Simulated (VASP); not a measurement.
Input of a VASP 6.6.1 run:

The input INCAR:

```
  PREC = Accurate
  ENCUT = 520
  EDIFF = 1E-6
  ISMEAR = -1
  SIGMA = 0.08
  LREAL = False
  LASPH = True
  NELM = 60
  ALGO = Normal
  ISIF = 2
  LWAVE = False
  LCHARG = False
  GGA = PE
  NBANDS = 18
```

Contents of KPOINTS:

```
regular mesh
0
Gamma
  13 13 12
```

The input POSCAR:

```
Lu
1.0
    3.3082811502      0.0000000000      0.0000000000
   -1.6541405751      2.8650555189      0.0000000000
    0.0000000000      0.0000000000      3.2715756911
Lu
1
Direct
    0.0000000000      0.0000000000      0.0000000000
```

Potentials or basis: VASP PAW PBE potentials, release 64 (Lu).

The run is started by

```console
$ cat potpaw_PBE.64/Lu/POTCAR > POTCAR
$ mpirun -np 1 vasp_std > vasp.out
```

**Question.** Estimate the pressure.

**Answer.** -0.1 GPa.

**Question.** What does it give for the band gap on the k mesh?

**Answer.** Zero (an odd number of electrons rules out a gap without spin polarisation).

Caveat: spin-orbit coupling is left out, which moves the levels of the heavy elements.
